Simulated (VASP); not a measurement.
# Pt (P6_3/mmc) in VASP: further runs

Pt is run at these levels: LDA; tasks: single point.

Program: VASP 6.6.1. These are calculated values, not measurements. Logs are shortened: lines on timing, memory, paths and dates and some standing lists are left out, and cuts for length are marked.

## (1) The cell of the first run

The structure is hexagonal, space group P6_3/mmc (No. 194). The conventional cell has a = 2.825 Å, b = 2.825 Å, c = 4.878 Å, α = 90.00°, β = 90.00°, γ = 120.00°. Pt (site symmetry -6m2) has 12 Pt at 2.83 to 2.93 Å within 3.7 Å.

This isn't the form of Pt at room conditions, which is fcc.

## (2) Single point, LDA, collinear spin (16.86 Å³/atom)

The input, INCAR:

```
  ALGO = Fast
  EDIFF = 1E-6
  ENCUT = 520
  ISIF = 2
  ISMEAR = 0
  ISPIN = 2
  LASPH = T
  LCHARG = F
  LMAXMIX = 4
  LORBIT = 11
  LREAL = F
  LWAVE = F
  MAGMOM = 0.45 0.45
  NBANDS = 21
  NELM = 150
  NUPDOWN = 0.9
  PREC = Accurate
  SIGMA = 0.15
```

The input, KPOINTS:

```
k-points
0
Gamma
  21 21 10
```

The input, POSCAR:

```
Pt
1.0
    2.8250521638      0.0000000000      0.0000000000
   -1.4125260819      2.4465669409      0.0000000000
    0.0000000000      0.0000000000      4.8781199007
Pt
2
Direct
    0.6666666667      0.3333333333      0.7500000000
    0.3333333333      0.6666666667      0.2500000000
```

Potentials or basis: VASP PAW LDA potentials, release 64 (Pt).

Started as:

```bash
cat potpaw_LDA.64/Pt/POTCAR > POTCAR
mpirun -np 1 vasp_std > vasp.out
```

OUTCAR:

```text
EDIFF = 1E-6
   ENCUT = 520
   ISIF = 2
   ISMEAR = 0
   ISPIN = 2
   LASPH = T
   LORBIT = 11
   LREAL = F
   NELM = 150
   NUPDOWN = 0.9
   PREC = Accurate

 ion  position               nearest neighbor table
   1  0.667  0.333  0.750-   2 2.93   2 2.93   2 2.93   2 2.93   2 2.93   2 2.93
   2  0.333  0.667  0.250-   1 2.93   1 2.93   1 2.93   1 2.93   1 2.93   1 2.93

  LATTYP: Found a hexagonal cell.
 ALAT       =     2.8250521638
 C/A-ratio  =     1.7267362222

  Lattice vectors:

 A1 = (   2.8250521638,   0.0000000000,   0.0000000000)
 A2 = (  -1.4125260819,   2.4465669409,   0.0000000000)
 A3 = (   0.0000000000,   0.0000000000,   4.8781199007)

Analysis of symmetry for initial positions (statically):
=====================================================================
 Subroutine PRICEL returns:
 Original cell was already a primitive cell.

 Routine SETGRP: Setting up the symmetry group for a
 hexagonal supercell.

 Subroutine GETGRP returns: Found 24 space group operations
 (whereof 12 operations were pure point group operations)
 out of a pool of 24 trial point group operations.

The static configuration has the point symmetry D_3d.
 The point group associated with its full space group is D_6h.

Analysis of symmetry for dynamics (positions and initial velocities):
=====================================================================
 Subroutine PRICEL returns:
 Original cell was already a primitive cell.

 Routine SETGRP: Setting up the symmetry group for a
 hexagonal supercell.

 Subroutine GETGRP returns: Found 24 space group operations
 (whereof 12 operations were pure point group operations)
 out of a pool of 24 trial point group operations.

The dynamic configuration has the point symmetry D_3d.
 The point group associated with its full space group is D_6h.

Analysis of structural, dynamic, and magnetic symmetry:
=====================================================================
 Subroutine PRICEL returns:
 Original cell was already a primitive cell.

 Routine SETGRP: Setting up the symmetry group for a
 hexagonal supercell.

 Subroutine GETGRP returns: Found 24 space group operations
 (whereof 12 operations were pure point group operations)
 out of a pool of 24 trial point group operations.

The overall configuration has the point symmetry D_3d.
 The point group associated with its full space group is D_6h.

 Subroutine INISYM returns: Found 24 space group operations
 (whereof 12 operations are pure point group operations),
 and found     1 'primitive' translations

----------------------------------------------------------------------------------------

                                     Primitive cell

  volume of cell :      33.7160

  direct lattice vectors                    reciprocal lattice vectors
     2.825052164  0.000000000  0.000000000     0.353975765  0.204368003  0.000000000
    -1.412526082  2.446566941  0.000000000     0.000000000  0.408736006  0.000000000
     0.000000000  0.000000000  4.878119901     0.000000000  0.000000000  0.204997011

  length of vectors
     2.825052164  2.825052164  4.878119901     0.408736006  0.408736006  0.204997011

  position of ions in fractional coordinates (direct lattice)
     0.666666667  0.333333333  0.750000000
     0.333333333  0.666666667  0.250000000

  ion indices of the primitive-cell ions
   primitive index   ion index
                 1           1
                 2           2

----------------------------------------------------------------------------------------

 KPOINTS: k-points

Automatic generation of k-mesh.
 Grid dimensions read from file:
 generate k-points for:   21   21   10

 Generating k-lattice:

  Cartesian coordinates                     Fractional coordinates (reciprocal lattice)
     0.016855989  0.009731810  0.000000000     0.047619048  0.000000000  0.000000000
     0.000000000  0.019463619  0.000000000     0.000000000  0.047619048  0.000000000
     0.000000000  0.000000000  0.020499701     0.000000000  0.000000000  0.100000000

  Length of vectors
     0.019463619  0.019463619  0.020499701

  Shift w.r.t. Gamma in fractional coordinates (k-lattice)
     0.000000000  0.000000000  0.000000000

 Subroutine IBZKPT returns following result:
 ===========================================

 Found    288 irreducible k-points:

 Following reciprocal coordinates:
            Coordinates               Weight
  0.000000  0.000000  0.000000      1.000000
  0.047619  0.000000  0.000000      6.000000
  0.095238  0.000000  0.000000      6.000000
  0.142857  0.000000  0.000000      6.000000
  0.190476  0.000000  0.000000      6.000000
  0.238095  0.000000  0.000000      6.000000
[... 16 lines left out ...]
  0.142857  0.095238  0.000000     12.000000
  0.190476  0.095238  0.000000     12.000000
 [... further k-points ...]
   k-points           NKPTS =    288   k-points in BZ     NKDIM =    288   number of bands    NBANDS=     21
   number of dos      NEDOS =    301   number of ions     NIONS =      2
   total plane-waves  NPLWV =  20736
   dimension x,y,z NGX =    24 NGY =   24 NGZ =   36
   dimension x,y,z NGXF=    48 NGYF=   48 NGZF=   72
   ions per type =               2
   NGX,Y,Z   is equivalent  to a cutoff of  14.12, 14.12, 12.27 a.u.
   NGXF,Y,Z  is equivalent  to a cutoff of  28.25, 28.25, 24.54 a.u.
 SYSTEM =  unknown system
   PREC   = accura    normal or accurate (medium, high low for compatibility)
   ISTART =      0    job   : 0-new  1-cont  2-samecut
   ICHARG =      2    charge: 1-file 2-atom 10-const
   ISPIN  =      2    spin polarized calculation?
   LNONCOLLINEAR =      F non collinear calculations
   LSORBIT =      F    spin-orbit coupling
   LASPH  =      T    aspherical Exc in radial PAW
   ENCUT  =  520.0 eV  38.22 Ry    6.18 a.u.   5.25  5.25  9.07*2*pi/ulx,y,z
   NELM   =    150;   NELMIN=  2; NELMDL= -5     # of ELM steps
   EDIFF  = 0.1E-05   stopping-criterion for ELM
   LREAL  =      F    real-space projection
   EDIFFG = 0.1E-04   stopping-criterion for IOM
   NSW    =      0    number of steps for IOM
   IBRION =     -1    ionic relax: 0-MD 1-quasi-New 2-CG
   NFREE  =      0    steps in history (QN), initial steepest desc. (CG)
   ISIF   =      2    stress and relaxation
   ISYM   =      2    0-nonsym 1-usesym 2-fastsym
   POTIM  = 0.5000    time-step for ionic-motion
   TEBEG  =    0.0;   TEEND  =   0.0 temperature during run
   PSTRESS=    0.0 pullay stress
   NELECT =      20.0000    total number of electrons
   NUPDOWN=       0.9000    fix difference up-down
   EMIN   =  10.00;   EMAX   =-10.00  energy-range for DOS
   EFERMI =   0.00;   METHOD = LEGACY
   ISMEAR =     0;   SIGMA  =   0.15  broadening in eV -4-tet -1-fermi 0-gaus
   EFERMI_NEDOS =   21; number of points for ismear=-14 and -15
   IALGO  =     68    algorithm
   IMIX   =      4    mixing-type and parameters
     AMIX     =   0.40;   BMIX     =  1.00
     AMIX_MAG =   1.60;   BMIX_MAG =  1.00
  volume/ion in A,a.u.               =      16.86       113.76
  Fermi-wavevector in a.u.,A,eV,Ry     =   1.375539  2.599391 25.743675  1.892107
  Thomas-Fermi vector in A             =   2.500865
   LORBIT       =     11    0 simple, 1 ext, 2 COOP (PROOUT), +10 PAW based schemes
   GGA     = CA    functional components
   LHFCALC =     F    Hartree Fock is set to
   AEXX    =    0.0000 exact exchange contribution
   IVDW    =     0    specifies the selected vdW correction
   LEPSILON=     F    determine dielectric tensor
   LRPA    =     F    only Hartree local field effects (RPA)
 spin polarized calculation
 RMM-DIIS sequential band-by-band and
 Gauss-broadening in eV      SIGMA  =   0.15
  energy-cutoff  :      520.00
  volume of cell :       33.72
 maximum number of plane-waves:       926
 NGX is ok and might be reduce to    24
   NGX = 11   NGY = 11   NGZ = 19

 number of electron      19.9999995 magnetization       0.9000000

 Free energy of the ion-electron system (eV)
  ---------------------------------------------------
  ext. energy  EPLUGINS =         0.00000000
  ---------------------------------------------------
  free energy    TOTEN  =       -14.49603714 eV

  energy without entropy =      -14.45697351  energy(sigma->0) =      -14.47650533

 E-fermi :   9.0093     XC(G=0): -13.0443

 val. band max:        9.1897816378   @ k =   0.1429   0.0952   0.4000
 cond. band min:       9.0094281753   @ k =   0.1905   0.0000   0.2000
 fundamental gap:     -0.1803534625
 Fermi energy:         9.1913454863

 spin component 1

 k-point     1 :       0.0000    0.0000    0.0000
  band No.  band energies     occupation
      1      -0.0108      1.00000
      2       2.5460      1.00000
      3       5.4125      1.00000
      4       5.8843      1.00000
      5       5.8843      1.00000
      6       6.2146      1.00000
[... 13 lines left out ...]
     20      31.0479      0.00000
     21      32.3998      0.00000
[... 529 lines left out ...]
 k-point    24 :       0.1905    0.0952    0.0000
  band No.  band energies     occupation
      1       1.8994      1.00000
      2       3.8951      1.00000
      3       4.9768      1.00000
      4       5.1596      1.00000
      5       5.5962      1.00000
      6       6.2783      1.00000
[... 13 lines left out ...]
     20      29.2395      0.00000
     21      29.8856      0.00000

 [... further k-points ...]

 spin component 2

 k-point     1 :       0.0000    0.0000    0.0000
  band No.  band energies     occupation
      1       0.0814      1.00000
      2       2.7196      1.00000
      3       5.6670      1.00000
      4       6.1285      1.00000
      5       6.1285      1.00000
      6       6.4643      1.00000
[... 13 lines left out ...]
     20      31.1375      0.00000
     21      32.4599      0.00000
[... 529 lines left out ...]
 k-point    24 :       0.1905    0.0952    0.0000
  band No.  band energies     occupation
      1       1.9979      1.00000
      2       4.0929      1.00000
      3       5.1962      1.00000
      4       5.3456      1.00000
      5       5.8278      1.00000
      6       6.5089      1.00000
[... 13 lines left out ...]
     20      29.3438      0.00000
     21      30.0071      0.00000

 [... further k-points ...]
[... 5 lines left out ...]
  --------------------------------------------------------------------------------------
  -------------------------------------------------------------------------------------
  Total       -5.4463275     -5.4463275     -5.4375811      0.0000000      0.0000000      0.0000000
  in kB     -258.8083527   -258.8083527   -258.3927288      0.0000000      0.0000000      0.0000000
  external PRESSURE =    -258.6698114 kB  Pullay stress =       0.0000000 kB

 VOLUME and BASIS-vectors are now :
 -----------------------------------------------------------------------------
  energy-cutoff  :      520.00
  volume of cell :       33.72
      direct lattice vectors                 reciprocal lattice vectors
     2.825052164  0.000000000  0.000000000     0.353975765  0.204368003  0.000000000
    -1.412526082  2.446566941  0.000000000     0.000000000  0.408736006  0.000000000
     0.000000000  0.000000000  4.878119901     0.000000000  0.000000000  0.204997011

 POSITION                                       TOTAL-FORCE (eV/Angst)
 -----------------------------------------------------------------------------------
      1.41253      0.81552      3.65859         0.000000     -0.000000      0.000000
     -0.00000      1.63104      1.21953        -0.000000      0.000000      0.000000
 -----------------------------------------------------------------------------------
    total drift:                                0.000000     -0.000000      0.000000

  FREE ENERGIE OF THE ION-ELECTRON SYSTEM (eV)
  ---------------------------------------------------
  free  energy   TOTEN  =       -14.4960371420 eV

  energy  without entropy=      -14.4569735147  energy(sigma->0) =      -14.47650533

 total charge

# of ion       s       p       d       tot
------------------------------------------
    1        0.589   0.484   7.978   9.050
    2        0.589   0.484   7.978   9.050
--------------------------------------------------
tot          1.177   0.969  15.955  18.101

 magnetization (x)

# of ion       s       p       d       tot
------------------------------------------
    1        0.003  -0.001   0.443   0.444
    2        0.003  -0.001   0.443   0.444
--------------------------------------------------
tot          0.005  -0.002   0.885   0.888
```

It took 1.8 min on 1 thread of Intel Xeon 6975P-C (Granite Rapids), shared host; peak memory 0.36 GiB.

What came out:

```
Free energy                                           : -14.4960 eV
Pressure                                              : -25.9 GPa
Net moment                                            : 0.90 μB per cell
Site moments                                          : Pt +0.44 μB
Valence electrons inside the program's atomic spheres : Pt 9.05
```

Caveat: the cell stands under tension; spin-orbit coupling is left out, which moves the levels of the heavy elements; the total moment is fixed, so each spin has its own Fermi level.

## (3) Single point, LDA, collinear spin (17.53 Å³/atom)

This run uses another cell than the first one, of 17.53 Å³/atom.

The input, INCAR:

```
SYSTEM = Pt
PREC     = Accurate       ! precision mode
ENCUT    = 520            ! plane-wave cutoff, eV
EDIFF    = 1E-6           ! SCF threshold, eV
ISMEAR   = 0              ! smearing method
SIGMA    = 0.15           ! smearing width, eV
LREAL    = .FALSE.        ! projectors in reciprocal space
LASPH    = .TRUE.         ! aspherical terms in the spheres
NELM     = 150            ! most SCF steps
ALGO     = Normal         ! electronic algorithm
ISIF     = 2              ! what is computed and relaxed
LWAVE    = .FALSE.        ! write WAVECAR
LCHARG   = .FALSE.        ! write CHGCAR
ISPIN    = 2              ! spin polarisation
MAGMOM   = 0.2 0.2        ! initial moments
LORBIT   = 11             ! projections on sites
NUPDOWN  = 0.4            ! fixed moment
LMAXMIX  = 4              ! l up to which the mixer works
NBANDS   = 21             ! bands
```

The input, KPOINTS:

```
Automatic mesh
0
G
  21 21 10
  0 0 0
```

The input, POSCAR:

```
Pt
1.0
    2.8619386323      0.0000000000      0.0000000000
   -1.4309693161      2.4785115596      0.0000000000
    0.0000000000      0.0000000000      4.9418131020
Pt
2
Direct
    0.6666666667      0.3333333333      0.7500000000
    0.3333333333      0.6666666667      0.2500000000
```

Potentials or basis: VASP PAW LDA potentials, release 64 (Pt).

Started as:

```bash
cat potpaw_LDA.64/Pt/POTCAR > POTCAR
mpirun -np 1 vasp_std > vasp.out
```

OUTCAR:

```text
SYSTEM = Pt
   PREC = Accurate
   ENCUT = 520
   EDIFF = 1E-6
   ISMEAR = 0
   LREAL = .FALSE.
   LASPH = .TRUE.
   NELM = 150
   ISIF = 2
   ISPIN = 2
   LORBIT = 11
   NUPDOWN = 0.4

 ion  position               nearest neighbor table
   1  0.667  0.333  0.750-   2 2.97   2 2.97   2 2.97   2 2.97   2 2.97   2 2.97
   2  0.333  0.667  0.250-   1 2.97   1 2.97   1 2.97   1 2.97   1 2.97   1 2.97

  LATTYP: Found a hexagonal cell.
 ALAT       =     2.8619386323
 C/A-ratio  =     1.7267362222

  Lattice vectors:

 A1 = (   2.8619386323,   0.0000000000,   0.0000000000)
 A2 = (  -1.4309693161,   2.4785115596,   0.0000000000)
 A3 = (   0.0000000000,   0.0000000000,   4.9418131020)

Analysis of symmetry for initial positions (statically):
=====================================================================
 Subroutine PRICEL returns:
 Original cell was already a primitive cell.

 Routine SETGRP: Setting up the symmetry group for a
 hexagonal supercell.

 Subroutine GETGRP returns: Found 24 space group operations
[... 779 lines left out ...]
      6       5.8914      1.00000
[... 565 lines left out ...]
     20      28.2601      0.00000
     21      28.8444      0.00000

 [... further k-points ...]

------------------------ aborting loop because EDIFF is reached ----------------------------------------

  FORCE on cell =-STRESS in cart. coord.  units (eV):
  Direction    XX          YY          ZZ          XY          YZ          ZX
  --------------------------------------------------------------------------------------
  -------------------------------------------------------------------------------------
  Total       -7.0362291     -7.0362291     -6.4642620     -0.0000000      0.0000000      0.0000000
  in kB     -321.5977263   -321.5977263   -295.4554133     -0.0000000      0.0000000      0.0000000
  external PRESSURE =    -312.8836220 kB  Pullay stress =       0.0000000 kB

 VOLUME and BASIS-vectors are now :
 -----------------------------------------------------------------------------
  energy-cutoff  :      520.00
  volume of cell :       35.05
      direct lattice vectors                 reciprocal lattice vectors
     2.861938632  0.000000000  0.000000000     0.349413502  0.201733979  0.000000000
    -1.430969316  2.478511560  0.000000000     0.000000000  0.403467959  0.000000000
     0.000000000  0.000000000  4.941813102     0.000000000  0.000000000  0.202354881

 POSITION                                       TOTAL-FORCE (eV/Angst)
 -----------------------------------------------------------------------------------
      1.43097      0.82617      3.70636         0.000000      0.000000      0.000000
     -0.00000      1.65234      1.23545        -0.000000     -0.000000      0.000000
 -----------------------------------------------------------------------------------
    total drift:                               -0.000000      0.000000     -0.000000

  FREE ENERGIE OF THE ION-ELECTRON SYSTEM (eV)
  ---------------------------------------------------
  free  energy   TOTEN  =       -14.2835690027 eV

  energy  without entropy=      -14.2325054435  energy(sigma->0) =      -14.25803722

 total charge

# of ion       s       p       d       tot
------------------------------------------
    1        0.570   0.444   7.961   8.975
    2        0.570   0.444   7.961   8.975
--------------------------------------------------
tot          1.141   0.888  15.921  17.950

 magnetization (x)

# of ion       s       p       d       tot
------------------------------------------
    1        0.001  -0.001   0.198   0.198
    2        0.001  -0.001   0.198   0.198
--------------------------------------------------
tot          0.002  -0.002   0.396   0.396
```

OSZICAR:

```text
N       E                     dE             d eps       ncg     rms          rms(c)
DAV:   1     0.100675137459E+03    0.10068E+03   -0.96029E+03 24200   0.878E+02
DAV:   2    -0.127881222097E+02   -0.11346E+03   -0.10625E+03 27547   0.212E+02
DAV:   3    -0.151667612827E+02   -0.23786E+01   -0.23466E+01 28406   0.296E+01
DAV:   4    -0.151797662461E+02   -0.13005E-01   -0.13003E-01 27637   0.239E+00
DAV:   5    -0.151799187159E+02   -0.15247E-03   -0.15247E-03 28729   0.275E-01    0.123E+01
DAV:   6    -0.143372272113E+02    0.84269E+00   -0.12398E+00 25887   0.876E+00    0.636E+00
DAV:   7    -0.142899547124E+02    0.47272E-01   -0.81227E-02 28149   0.220E+00    0.302E+00
DAV:   8    -0.142837037042E+02    0.62510E-02   -0.68048E-03 26990   0.571E-01    0.783E-01
DAV:   9    -0.142835878051E+02    0.11590E-03   -0.67099E-05 28471   0.530E-02    0.180E-01
DAV:  10    -0.142835688965E+02    0.18909E-04   -0.27933E-05 27492   0.374E-02    0.438E-02
DAV:  11    -0.142835690027E+02   -0.10620E-06   -0.18613E-06 24491   0.881E-03
   1 F= -.14283569E+02 E0= -.14258037E+02  d E =-.510636E-01  mag=     0.4000
```

Run time: 5.6 min. Hardware: 1 thread of Intel Xeon 8259CL, shared host; peak memory 0.38 GiB.

What came out:

```yaml
Free_energy: -14.2836 eV
Pressure: -31.3 GPa
Net_moment: 0.40 μB per cell
Site_moments: Pt +0.20 μB
Valence_electrons_inside_the_program's_atomic_spheres: Pt 8.97
```

Caveat: the cell stands under tension; spin-orbit coupling is left out, which moves the levels of the heavy elements; the total moment is fixed, so each spin has its own Fermi level.

(Part 1 of 2 ends here.)
